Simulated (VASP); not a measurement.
**N: single point with PBEsol**

Crystal: N.

```
N
1.0
     4.19917    0.00000    0.00000
     0.00000    4.19917    0.00000
     0.00000    0.00000    5.05685
N
4
Direct
  0.90428 0.90428 0.00000
  0.59572 0.40428 0.50000
  0.09572 0.09572 0.00000
  0.40428 0.59572 0.50000
```

This cell differs from its parent crystal: ratio of the length along z to the lengths across it x 0.92, volume and fractional coordinates fixed.

```
Program             : VASP 6.6.1
Task                : single point
Functional          : PBEsol
Potentials or basis : VASP PAW PBE potentials, release 64 (N)
Cutoff              : 520 eV
k mesh              : 6 × 6 × 6
Occupations         : gaussian, width 0.05 eV
Spin                : no spin polarisation
```

```
Pressure               : -4.6 GPa
Largest force          : 3.562 eV/Å
Band gap on the k mesh : 6.51 eV (least direct gap 6.58 eV)
```

Forces on the atoms (eV/Å):
```
N    2.519  2.519  0.000
N   -2.519  2.519  0.000
N   -2.519 -2.519  0.000
N    2.519 -2.519  0.000
```

Stress tensor (GPa, compression positive):
```
-7.11  0.00  0.00
 0.00 -7.11  0.00
 0.00  0.00  0.32
```

Levels at points of the mesh, in eV from the valence-band top:
```
           k point  band 7  band 8  band 9  band 10  band 11  band 12  band 13  band 14
(0.00, 0.00, 0.00)   -1.28   -1.13   -0.96    -0.08     6.51     7.52     7.70     7.70
(0.50, 0.00, 0.00)   -1.45   -1.45   -0.18    -0.18     7.51     7.51     7.56     7.56
(0.50, 0.50, 0.00)   -1.41   -1.41   -0.05    -0.05     7.35     7.35     8.15     8.15
(0.00, 0.00, 0.50)   -1.29   -1.29   -0.30    -0.30     6.98     6.98     7.67     7.67
(0.50, 0.00, 0.50)   -1.22   -1.22   -0.26    -0.26     7.15     7.15     7.83     7.83
(0.50, 0.50, 0.50)   -1.47   -1.47    0.00     0.00     7.36     7.36     8.15     8.15
```

Run time: 30 s on 1 thread of Intel(R) Xeon(R) Platinum 8488C (Sapphire Rapids), on a shared host, peak memory 0.2 GiB.

Caveat: the standard files for N, O and F lose accuracy on very short bonds; the cell stands under tension; this functional lacks dispersion, which holds the molecules together, so the pressure and a relaxed volume are unreliable; the PAW data sets were made with another functional, which shifts forces and pressure a little. A k mesh can miss the band edges.
